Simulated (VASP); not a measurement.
Al4N3 (a cell with a defect): relaxation of the atoms with PBE

The system is Al4N3 (a cell with a defect).

```xyz
7
Lattice="0.0000 -4.4032 0.0000 0.0000 0.0000 -4.4032 4.4032 0.0000 0.0000" Properties=species:S:1:pos:R:3 pbc="T T T"
Al    0.0000    0.0000    0.0000
Al    2.2016   -2.2016    0.0000
Al    2.2016    0.0000   -2.2016
Al    0.0000   -2.2016   -2.2016
N     1.1008   -1.1008   -3.3024
N     1.1008   -3.3024   -1.1008
N     3.3024   -1.1008   -1.1008
```

| Property | Result |
| --- | --- |
| Program | VASP 6.6.1 |
| Task | relaxation of the atoms |
| Functional | PBE |
| Potentials or basis | VASP PAW PBE potentials, release 64 (Al, N) |
| Cutoff | 520 eV |
| k mesh | 3 × 3 × 3 |
| Occupations | gaussian, width 0.01 eV |
| Spin | collinear spin, ferromagnetic start |
| Starting moments | [0.25, 0.25, 0.25, 0.25, 0.0, 0.0, 0.0] μB |
| Dipole correction | no |
| Further INCAR settings | ALGO = Normal; EDIFF = 1e-06; IBRION = 2; EDIFFG = -0.025; NSW = 65 |

```yaml
Energy_gained_by_relaxing: 2.6 meV/atom
Ionic_steps: 4
Pressure_after_relaxing: -2.7 GPa
Net_moment: 0.48 μB per cell
Site_moments: Al +0.02; N +0.02 μB
Valence_electrons_inside_the_program's_atomic_spheres: Al 0.77; N 3.81
```

The path:
| step | energy change (eV) | largest force (eV/Å) | pressure (GPa) |
| --- | --- | --- | --- |
| 1 | 0.0000 | 0.3293 | -1.37 |
| 2 | -0.0149 | 0.1875 | -2.28 |
| 3 | -0.0123 | 0.2487 | -3.27 |
| 4 | -0.0182 | 0.0001 | -2.68 |

Final structure:
```yaml
crystal:
  lattice:
    - [0.00000, -4.40317, 0.00000]
    - [0.00000, 0.00000, -4.40317]
    - [4.40317, 0.00000, 0.00000]
  atoms:
    - { symbol: Al, position: [0.99673, 0.99673, 0.99673] }
    - { symbol: Al, position: [0.50327, 0.99673, 0.50327] }
    - { symbol: Al, position: [0.99673, 0.50327, 0.50327] }
    - { symbol: Al, position: [0.50327, 0.50327, 0.99673] }
    - { symbol: N, position: [0.25000, 0.75000, 0.25000] }
    - { symbol: N, position: [0.75000, 0.25000, 0.25000] }
    - { symbol: N, position: [0.25000, 0.25000, 0.75000] }
```

Levels at points of the mesh, in eV from the Fermi level:
Spin up:
```csv
k point,band 12,band 13,band 14,band 15,band 16,band 17
"(0.00, 0.00, 0.00)",-4.17,-4.17,-0.33,-0.33,0.31,2.85
```
Spin down:
| k point | band 10 | band 11 | band 12 | band 13 | band 14 | band 15 | band 16 | band 17 |
| --- | --- | --- | --- | --- | --- | --- | --- | --- |
| (0.00, 0.00, 0.00) | -5.24 | -4.13 | -4.13 | -4.13 | 0.00 | 0.00 | 0.35 | 3.13 |

Run time: 49 s on 1 thread of Intel(R) Xeon(R) Platinum 8488C (Sapphire Rapids), with other jobs on the host, peak memory 0.22 GiB.

Caveat: the k points lie up to 0.48 Å⁻¹ apart.
